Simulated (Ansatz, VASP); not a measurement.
## One calculation of Ba, two programs

```
CELL_PARAMETERS angstrom
0.00000 5.41545 5.41545
5.41545 0.00000 5.41545
5.41545 5.41545 0.00000
ATOMIC_POSITIONS crystal
Ba 0.12500 0.12500 0.12500
Ba 0.87500 0.87500 0.87500
```

Alike in both runs: task single point; functional RPBE; k mesh 6 × 6 × 6; occupations fermi-dirac, width 0.1 eV; no spin polarisation.

```csv
,VASP,Ansatz
version,VASP 6.6.1,Ansatz 0.2.0
potentials or method,"VASP PAW PBE potentials, release 64 (Ba_sv), cutoff 520 eV","plane waves (420 eV) with PAW, scalar-relativistic"
valence electrons in the cell,20,20
```

```tsv
	VASP	Ansatz	Ansatz less VASP
pressure (GPa)	-0.1	-0.1	-0.01
```

VASP's potentials were made for PBE, not for RPBE.

Neither program's run includes spin-orbit coupling.
